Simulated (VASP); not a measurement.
# TiAl (P3m1) in VASP: a series of runs

The runs below take TiAl through single point, with PBE.

Everything below comes from runs of VASP 6.6.1. Logs are shortened: lines on timing, memory, paths and dates and some standing lists are left out, and cuts for length are marked.

### 1 The cell of the first run

Symmetry: P3m1, No. 156, trigonal system. The conventional cell has a = 2.833 Å, b = 2.833 Å, c = 4.571 Å, α = 90.00°, β = 90.00°, γ = 120.00°. Ti (site symmetry 3m) has 6 Al at 2.58 to 3.05 Å and 6 Ti at 2.83 Å within 3.4 Å. Within 3.4 Å of Al (site symmetry 3m) lie 6 Ti at 2.58 to 3.05 Å and 6 Al at 2.83 Å.

### 2 Single point, PBE (atoms displaced along a vibrational mode, the cell strained)

Input file INCAR:

```
  ALGO = Fast
  EDIFF = 1E-6
  ENCUT = 520
  GGA = PE
  ISIF = 2
  ISMEAR = 0
  LASPH = T
  LCHARG = T
  LELF = T
  LREAL = F
  LVHAR = T
  LWAVE = F
  NBANDS = 14
  NELM = 80
  PREC = Accurate
  SIGMA = 0.15
```

Input file KPOINTS:

```
k-points
0
Gamma
  18 18 10
```

Input file POSCAR:

```
TiAl
1.0
    2.8329971466      0.0000000000      0.0000000000
   -1.4164985733      2.4534474978      0.0000000000
    0.0000000000      0.0000000000      4.5709516324
Ti Al
1 1
Direct
    0.0000000000      0.0000000000      0.0225539627
    0.3333333333      0.6666666667      0.4599878068
```

Potentials or basis: VASP PAW PBE potentials, release 64 (Ti_sv, Al).

The run is started by

```console
> cat potpaw_PBE.64/Ti_sv/POTCAR potpaw_PBE.64/Al/POTCAR > POTCAR
> mpirun -np 1 vasp_std > vasp.out
```

OUTCAR:

```text
EDIFF = 1E-6
   ENCUT = 520
   GGA = PE
   ISIF = 2
   ISMEAR = 0
   LASPH = T
   LREAL = F
   NELM = 80
   PREC = Accurate

 ion  position               nearest neighbor table
   1  0.000  0.000  0.023-   2 2.58   2 2.58   2 2.58   2 3.05   2 3.05   2 3.05
   2  0.333  0.667  0.460-   1 2.58   1 2.58   1 2.58   1 3.05   1 3.05   1 3.05

  LATTYP: Found a hexagonal cell.
 ALAT       =     2.8329971466
 C/A-ratio  =     1.6134684914

  Lattice vectors:

 A1 = (   2.8329971466,   0.0000000000,   0.0000000000)
 A2 = (  -1.4164985733,   2.4534474978,   0.0000000000)
 A3 = (   0.0000000000,   0.0000000000,   4.5709516324)

Analysis of symmetry for initial positions (statically):
=====================================================================
 Subroutine PRICEL returns:
 Original cell was already a primitive cell.

 Routine SETGRP: Setting up the symmetry group for a
 hexagonal supercell.

 Subroutine GETGRP returns: Found  6 space group operations
 (whereof  6 operations were pure point group operations)
 out of a pool of 24 trial point group operations.

The static configuration has the point symmetry C_3v.

Analysis of symmetry for dynamics (positions and initial velocities):
=====================================================================
 Subroutine PRICEL returns:
 Original cell was already a primitive cell.

 Routine SETGRP: Setting up the symmetry group for a
 hexagonal supercell.

 Subroutine GETGRP returns: Found  6 space group operations
 (whereof  6 operations were pure point group operations)
 out of a pool of 24 trial point group operations.

The dynamic configuration has the point symmetry C_3v.

 Subroutine INISYM returns: Found  6 space group operations
 (whereof  6 operations are pure point group operations),
 and found     1 'primitive' translations

----------------------------------------------------------------------------------------

                                     Primitive cell

  volume of cell :      31.7709

  direct lattice vectors                    reciprocal lattice vectors
     2.832997147  0.000000000  0.000000000     0.352983059  0.203794864  0.000000000
    -1.416498573  2.453447498  0.000000000     0.000000000  0.407589729  0.000000000
     0.000000000  0.000000000  4.570951632     0.000000000  0.000000000  0.218772825

  length of vectors
     2.832997147  2.832997147  4.570951632     0.407589729  0.407589729  0.218772825

[... 90 lines left out ...]
   PSTRESS=    0.0 pullay stress
   NELECT =      15.0000    total number of electrons
   NUPDOWN=      -1.0000    fix difference up-down
   EMIN   =  10.00;   EMAX   =-10.00  energy-range for DOS
   EFERMI =   0.00;   METHOD = LEGACY
   ISMEAR =     0;   SIGMA  =   0.15  broadening in eV -4-tet -1-fermi 0-gaus
   EFERMI_NEDOS =   21; number of points for ismear=-14 and -15
   IALGO  =     68    algorithm
   IMIX   =      4    mixing-type and parameters
     AMIX     =   0.40;   BMIX     =  1.00
     AMIX_MAG =   1.60;   BMIX_MAG =  1.00
  volume/ion in A,a.u.               =      15.89       107.20
  Fermi-wavevector in a.u.,A,eV,Ry     =   1.274761  2.408949 22.109677  1.625015
  Thomas-Fermi vector in A             =   2.407511
   LORBIT       =      0    0 simple, 1 ext, 2 COOP (PROOUT), +10 PAW based schemes
   GGA     = PE    functional components
   LHFCALC =     F    Hartree Fock is set to
   AEXX    =    0.0000 exact exchange contribution
   IVDW    =     0    specifies the selected vdW correction
   LEPSILON=     F    determine dielectric tensor
   LRPA    =     F    only Hartree local field effects (RPA)
 non-spin polarized calculation
 RMM-DIIS sequential band-by-band and
 Gauss-broadening in eV      SIGMA  =   0.15
  energy-cutoff  :      520.00
  volume of cell :       31.77
 maximum number of plane-waves:       870
 NGX is ok and might be reduce to    24
   NGX = 11   NGY = 11   NGZ = 17

 number of electron      15.0000001 magnetization

 Free energy of the ion-electron system (eV)
  ---------------------------------------------------
  ext. energy  EPLUGINS =         0.00000000
  ---------------------------------------------------
  free energy    TOTEN  =       -11.71344222 eV

  energy without entropy =      -11.68355130  energy(sigma->0) =      -11.69849676

 E-fermi :   8.3211     XC(G=0): -11.0987

 val. band max:        8.3195468477   @ k =  -0.1111   0.3889   0.2000
 cond. band min:       8.3258238592   @ k =   0.3889   0.2222   0.4000
 fundamental gap:      0.0062770115
 Fermi energy:         8.3210983049

 k-point     1 :       0.0000    0.0000    0.0000
  band No.  band energies     occupation
      1     -48.0693      2.00000
      2     -24.4028      2.00000
      3     -23.9518      2.00000
      4     -23.9518      2.00000
      5      -0.7827      2.00000
      6       5.8335      2.00000
      7       6.8378      2.00000
      8       9.5896      0.00000
      9       9.5896      0.00000
     10      11.1566      0.00000
     11      11.1566      0.00000
     12      12.5848      0.00000
     13      21.5384      0.00000
     14      21.5427      0.00000
[... 377 lines left out ...]
      1     -47.9583      2.00000
      2     -24.5645      2.00000
      3     -24.2925      2.00000
      4     -24.1455      2.00000
      5       3.9693      2.00000
      6       6.0222      2.00000
      7       7.1026      2.00000
      8       7.5188      2.00000
      9       9.8792      0.00000
     10      11.5567      0.00000
     11      12.6363      0.00000
     12      13.2808      0.00000
     13      14.1943      0.00000
     14      15.0672      0.00000

 [... further k-points ...]

------------------------ aborting loop because EDIFF is reached ----------------------------------------

  FORCE on cell =-STRESS in cart. coord.  units (eV):
  Direction    XX          YY          ZZ          XY          YZ          ZX
  --------------------------------------------------------------------------------------
  -------------------------------------------------------------------------------------
  Total        1.6883408      1.6883408      2.7591465      0.0000000      0.0000000      0.0000000
  in kB       85.1414722     85.1414722    139.1412234      0.0000000      0.0000000      0.0000000
  external PRESSURE =     103.1413892 kB  Pullay stress =       0.0000000 kB

 VOLUME and BASIS-vectors are now :
 -----------------------------------------------------------------------------
  energy-cutoff  :      520.00
  volume of cell :       31.77
      direct lattice vectors                 reciprocal lattice vectors
     2.832997147  0.000000000  0.000000000     0.352983059  0.203794864  0.000000000
    -1.416498573  2.453447498  0.000000000     0.000000000  0.407589729  0.000000000
     0.000000000  0.000000000  4.570951632     0.000000000  0.000000000  0.218772825

 POSITION                                       TOTAL-FORCE (eV/Angst)
 -----------------------------------------------------------------------------------
      0.00000      0.00000      0.10309        -0.000000      0.000000     -2.562459
     -0.00000      1.63563      2.10258         0.000000     -0.000000      2.562459
 -----------------------------------------------------------------------------------
    total drift:                                0.000000     -0.000000     -0.003470

  FREE ENERGIE OF THE ION-ELECTRON SYSTEM (eV)
  ---------------------------------------------------
  free  energy   TOTEN  =       -11.7134422180 eV

  energy  without entropy=      -11.6835512963  energy(sigma->0) =      -11.69849676
```

Run time: 2.7 min. Hardware: 1 thread of AMD EPYC 9R45 (Zen 5), shared host; peak memory 0.24 GiB.

Results:

```yaml
Free_energy: -11.7134 eV
Pressure: 10.3 GPa
Largest_force: 2.562 eV/Å
Band_gap_on_the_k_mesh: zero (an odd number of electrons rules out a gap without spin polarisation)
```

Forces in eV/Å, atoms in the order of the input:
```
Ti   0.000  0.000 -2.562
Al   0.000  0.000  2.562
```

Levels at points of the mesh, in eV from the Fermi level:
```tsv
k point	band 6	band 7	band 8	band 9	band 10	band 11
(0.00, 0.00, 0.00)	-2.49	-1.48	1.27	1.27	2.84	2.84
(0.50, 0.00, 0.00)	-3.10	-1.33	-1.09	2.08	4.14	4.37
(0.00, 0.00, 0.50)	-5.27	-0.38	1.28	1.28	2.75	2.75
(0.50, 0.00, 0.50)	-2.66	-1.71	0.68	1.12	1.87	3.20
```

Caveat: the cell differs from its parent crystal (atoms displaced along a vibrational mode, the cell strained); the stress differs along the axes, from 9 to 14 GPa; forces of over 1 eV/Å act on the atoms, so gaps and moduli don't describe the material at rest.

### 3 Single point, PBE (atoms displaced along a vibrational mode, the cell strained)

Input file INCAR:

```
ALGO = Fast
EDIFF = 1E-6
ENCUT = 520
GGA = PE
ISIF = 2
ISMEAR = 0
LASPH = T
LCHARG = F
LREAL = F
LWAVE = F
NBANDS = 14
NELM = 80
PREC = Accurate
SIGMA = 0.15
```

KPOINTS is that of step 2.

Input file POSCAR:

```
TiAl
1.0
    2.8329971466      0.0000000000      0.0000000000
   -1.4164985733      2.4534474978      0.0000000000
    0.0000000000      0.0000000000      4.5709516324
Ti Al
1 1
Direct
    0.0000000000      0.0000000000      0.0150359751
    0.3333333333      0.6666666667      0.4733252045
```

Potentials or basis: VASP PAW PBE potentials, release 64 (Ti_sv, Al).

The run is started by

```console
> cat potpaw_PBE.64/Ti_sv/POTCAR potpaw_PBE.64/Al/POTCAR > POTCAR
> mpirun -np 1 vasp_std > vasp.out
```

OUTCAR:

```text
EDIFF = 1E-6
   ENCUT = 520
   GGA = PE
   ISIF = 2
   ISMEAR = 0
   LASPH = T
   LREAL = F
   NELM = 80
   PREC = Accurate

 ion  position               nearest neighbor table
   1  0.000  0.000  0.015-   2 2.66   2 2.66   2 2.66   2 2.97   2 2.97   2 2.97
   2  0.333  0.667  0.473-   1 2.66   1 2.66   1 2.66   1 2.97   1 2.97   1 2.97

  LATTYP: Found a hexagonal cell.
 ALAT       =     2.8329971466
 C/A-ratio  =     1.6134684914

  Lattice vectors:

 A1 = (   2.8329971466,   0.0000000000,   0.0000000000)
 A2 = (  -1.4164985733,   2.4534474978,   0.0000000000)
 A3 = (   0.0000000000,   0.0000000000,   4.5709516324)

Analysis of symmetry for initial positions (statically):
=====================================================================
 Subroutine PRICEL returns:
 Original cell was already a primitive cell.

 Routine SETGRP: Setting up the symmetry group for a
 hexagonal supercell.

 Subroutine GETGRP returns: Found  6 space group operations
 (whereof  6 operations were pure point group operations)
 out of a pool of 24 trial point group operations.

The static configuration has the point symmetry C_3v.

Analysis of symmetry for dynamics (positions and initial velocities):
=====================================================================
 Subroutine PRICEL returns:
 Original cell was already a primitive cell.

 Routine SETGRP: Setting up the symmetry group for a
 hexagonal supercell.

 Subroutine GETGRP returns: Found  6 space group operations
 (whereof  6 operations were pure point group operations)
 out of a pool of 24 trial point group operations.

The dynamic configuration has the point symmetry C_3v.

 Subroutine INISYM returns: Found  6 space group operations
 (whereof  6 operations are pure point group operations),
 and found     1 'primitive' translations

----------------------------------------------------------------------------------------

                                     Primitive cell

  volume of cell :      31.7709

  direct lattice vectors                    reciprocal lattice vectors
     2.832997147  0.000000000  0.000000000     0.352983059  0.203794864  0.000000000
    -1.416498573  2.453447498  0.000000000     0.000000000  0.407589729  0.000000000
     0.000000000  0.000000000  4.570951632     0.000000000  0.000000000  0.218772825

  length of vectors
     2.832997147  2.832997147  4.570951632     0.407589729  0.407589729  0.218772825

  position of ions in fractional coordinates (direct lattice)
     0.000000000  0.000000000  0.015035975
     0.333333333  0.666666667  0.473325205

  ion indices of the primitive-cell ions
   primitive index   ion index
                 1           1
                 2           2

----------------------------------------------------------------------------------------

 KPOINTS: k-points

Automatic generation of k-mesh.
 Grid dimensions read from file:
 generate k-points for:   18   18   10

 Generating k-lattice:

[... 41 lines left out ...]
  0.388889  0.111111  0.000000     12.000000
 [... further k-points ...]
   k-points           NKPTS =    330   k-points in BZ     NKDIM =    330   number of bands    NBANDS=     14
   number of dos      NEDOS =    301   number of ions     NIONS =      2
   total plane-waves  NPLWV =  20736
   dimension x,y,z NGX =    24 NGY =   24 NGZ =   36
   dimension x,y,z NGXF=    48 NGYF=   48 NGZF=   72
   ions per type =               1   1
   NGX,Y,Z   is equivalent  to a cutoff of  14.08, 14.08, 13.09 a.u.
   NGXF,Y,Z  is equivalent  to a cutoff of  28.17, 28.17, 26.19 a.u.
 SYSTEM =  unknown system
   PREC   = accura    normal or accurate (medium, high low for compatibility)
   ISTART =      0    job   : 0-new  1-cont  2-samecut
   ICHARG =      2    charge: 1-file 2-atom 10-const
   ISPIN  =      1    spin polarized calculation?
   LNONCOLLINEAR =      F non collinear calculations
   LSORBIT =      F    spin-orbit coupling
   LASPH  =      T    aspherical Exc in radial PAW
   ENCUT  =  520.0 eV  38.22 Ry    6.18 a.u.   5.27  5.27  8.50*2*pi/ulx,y,z
   NELM   =     80;   NELMIN=  2; NELMDL= -5     # of ELM steps
   EDIFF  = 0.1E-05   stopping-criterion for ELM
   LREAL  =      F    real-space projection
   EDIFFG = 0.1E-04   stopping-criterion for IOM
   NSW    =      0    number of steps for IOM
   IBRION =     -1    ionic relax: 0-MD 1-quasi-New 2-CG
   NFREE  =      0    steps in history (QN), initial steepest desc. (CG)
   ISIF   =      2    stress and relaxation
   ISYM   =      2    0-nonsym 1-usesym 2-fastsym
   POTIM  = 0.5000    time-step for ionic-motion
   TEBEG  =    0.0;   TEEND  =   0.0 temperature during run
   PSTRESS=    0.0 pullay stress
   NELECT =      15.0000    total number of electrons
   NUPDOWN=      -1.0000    fix difference up-down
   EMIN   =  10.00;   EMAX   =-10.00  energy-range for DOS
   EFERMI =   0.00;   METHOD = LEGACY
   ISMEAR =     0;   SIGMA  =   0.15  broadening in eV -4-tet -1-fermi 0-gaus
   EFERMI_NEDOS =   21; number of points for ismear=-14 and -15
   IALGO  =     68    algorithm
   IMIX   =      4    mixing-type and parameters
     AMIX     =   0.40;   BMIX     =  1.00
     AMIX_MAG =   1.60;   BMIX_MAG =  1.00
  volume/ion in A,a.u.               =      15.89       107.20
  Fermi-wavevector in a.u.,A,eV,Ry     =   1.274761  2.408949 22.109677  1.625015
  Thomas-Fermi vector in A             =   2.407511
   LORBIT       =      0    0 simple, 1 ext, 2 COOP (PROOUT), +10 PAW based schemes
   GGA     = PE    functional components
   LHFCALC =     F    Hartree Fock is set to
   AEXX    =    0.0000 exact exchange contribution
   IVDW    =     0    specifies the selected vdW correction
   LEPSILON=     F    determine dielectric tensor
   LRPA    =     F    only Hartree local field effects (RPA)
 non-spin polarized calculation
 RMM-DIIS sequential band-by-band and
 Gauss-broadening in eV      SIGMA  =   0.15
  energy-cutoff  :      520.00
  volume of cell :       31.77
 maximum number of plane-waves:       870
 NGX is ok and might be reduce to    24
   NGX = 11   NGY = 11   NGZ = 17

 number of electron      15.0000005 magnetization

 Free energy of the ion-electron system (eV)
  ---------------------------------------------------
  ext. energy  EPLUGINS =         0.00000000
  ---------------------------------------------------
  free energy    TOTEN  =       -11.91369785 eV

  energy without entropy =      -11.88509948  energy(sigma->0) =      -11.89939867

 E-fermi :   8.3360     XC(G=0): -11.1179

 val. band max:        8.3327897673   @ k =   0.1667   0.1667   0.5000
 cond. band min:       8.3367509953   @ k =   0.3333   0.0000   0.2000
 fundamental gap:      0.0039612279
 Fermi energy:         8.3360217660

 k-point     1 :       0.0000    0.0000    0.0000
  band No.  band energies     occupation
      1     -48.0736      2.00000
      2     -24.4042      2.00000
      3     -23.9496      2.00000
      4     -23.9496      2.00000
      5      -0.7877      2.00000
      6       5.9357      2.00000
      7       6.7080      2.00000
      8       9.6374      0.00000
      9       9.6374      0.00000
     10      11.2031      0.00000
     11      11.2031      0.00000
     12      12.6011      0.00000
     13      21.5097      0.00000
     14      21.5101      0.00000
[... 377 lines left out ...]
      1     -47.9633      2.00000
      2     -24.5577      2.00000
      3     -24.2953      2.00000
      4     -24.1420      2.00000
      5       3.9963      2.00000
      6       6.1666      2.00000
      7       7.0087      2.00000
      8       7.5191      2.00000
      9       9.9363      0.00000
     10      11.5790      0.00000
     11      12.6311      0.00000
     12      13.2374      0.00000
     13      14.1460      0.00000
     14      15.1204      0.00000

 [... further k-points ...]

------------------------ aborting loop because EDIFF is reached ----------------------------------------

  FORCE on cell =-STRESS in cart. coord.  units (eV):
  Direction    XX          YY          ZZ          XY          YZ          ZX
  --------------------------------------------------------------------------------------
  -------------------------------------------------------------------------------------
  Total        1.3574400      1.3574400      1.9501654      0.0000000      0.0000000      0.0000000
  in kB       68.4544495     68.4544495     98.3450490      0.0000000      0.0000000      0.0000000
  external PRESSURE =      78.4179827 kB  Pullay stress =       0.0000000 kB

 VOLUME and BASIS-vectors are now :
 -----------------------------------------------------------------------------
  energy-cutoff  :      520.00
  volume of cell :       31.77
      direct lattice vectors                 reciprocal lattice vectors
     2.832997147  0.000000000  0.000000000     0.352983059  0.203794864  0.000000000
    -1.416498573  2.453447498  0.000000000     0.000000000  0.407589729  0.000000000
     0.000000000  0.000000000  4.570951632     0.000000000  0.000000000  0.218772825

 POSITION                                       TOTAL-FORCE (eV/Angst)
 -----------------------------------------------------------------------------------
      0.00000      0.00000      0.06873        -0.000000      0.000000     -1.654702
     -0.00000      1.63563      2.16355         0.000000      0.000000      1.654702
 -----------------------------------------------------------------------------------
    total drift:                                0.000000     -0.000000     -0.002400

  FREE ENERGIE OF THE ION-ELECTRON SYSTEM (eV)
  ---------------------------------------------------
  free  energy   TOTEN  =       -11.9136978547 eV

  energy  without entropy=      -11.8850994834  energy(sigma->0) =      -11.89939867
```

OSZICAR:

```text
N       E                     dE             d eps       ncg     rms          rms(c)
DAV:   1     0.100806566541E+03    0.10081E+03   -0.69444E+03  9246   0.111E+03
DAV:   2    -0.710605969368E+01   -0.10791E+03   -0.10344E+03  9480   0.307E+02
DAV:   3    -0.132127496978E+02   -0.61067E+01   -0.59634E+01 14218   0.676E+01
[... 19 lines left out ...]
RMM:  23    -0.119136906319E+02   -0.32841E-05   -0.39046E-05 13495   0.342E-02    0.588E-04
RMM:  24    -0.119136936138E+02   -0.29819E-05   -0.30123E-05 11933   0.238E-02    0.179E-03
RMM:  25    -0.119136954864E+02   -0.18726E-05   -0.18861E-05 11032   0.196E-02    0.227E-03
RMM:  26    -0.119136969740E+02   -0.14875E-05   -0.14880E-05 10834   0.169E-02    0.341E-03
RMM:  27    -0.119136978547E+02   -0.88070E-06   -0.94568E-06 10090   0.143E-02
   1 F= -.11913698E+02 E0= -.11899399E+02  d E =-.285984E-01
```

It took 2.7 min on 1 thread of AMD EPYC 9R45 (Zen 5), shared host; peak memory 0.24 GiB.

Results:

```yaml
Free_energy: -11.9137 eV
Pressure: 7.8 GPa
Largest_force: 1.655 eV/Å
Band_gap_on_the_k_mesh: zero (an odd number of electrons rules out a gap without spin polarisation)
```

Forces on the atoms (eV/Å):
```
Ti   0.000  0.000 -1.655
Al   0.000  0.000  1.655
```

Caveat: the cell differs from its parent crystal (atoms displaced along a vibrational mode, the cell strained); the cell stands under pressure; forces of over 1 eV/Å act on the atoms, so gaps and moduli don't describe the material at rest.

[end of part 1 of 2]
